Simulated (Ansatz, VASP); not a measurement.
# Cd7S: VASP beside Ansatz

```
Cd S
1.0
    -3.61587    3.61587    3.61587
     3.61587   -3.61587    3.61587
     3.61587    3.61587   -3.61587
Cd S
7 1
Direct
  0.00000 0.50000 0.50000
  0.50000 0.00000 0.50000
  0.50000 0.50000 0.00000
  0.44296 0.44296 0.44296
  0.00000 0.00000 0.55704
  0.00000 0.55704 0.00000
  0.55704 0.00000 0.00000
  0.00000 0.00000 0.00000
```

Alike in both runs: functional PBE; k mesh 6 × 6 × 6; occupations gaussian, width 0.1 eV; no spin polarisation.

Ansatz relaxed the structure, and its values are those at the end. VASP's run is a single point on that final structure, the one shown.

|  | VASP | Ansatz |
| --- | --- | --- |
| version | VASP 6.6.1 | Ansatz 0.2.0 |
| potentials or method | VASP PAW PBE potentials, release 64 (Cd, S), cutoff 520 eV | scalar-relativistic, plane waves, PAW |
| valence electrons in the cell | 90 | 146 |

```csv
,VASP,Ansatz,Ansatz less VASP
gap on the k mesh at the Fermi level (eV),none,none,-
pressure (GPa),0.2,0.0,-0.21
rms of the force components (eV/Å),0.007,0.001,-0.0060
```

A gap of «none» marks a metal or a gap that the smearing closes. With one functional, cell and mesh, what is left measures potentials, basis and numerics. VASP's potentials hold 90 valence electrons a cell and Ansatz's 146, so a difference there can come from the potentials and not from the codes.
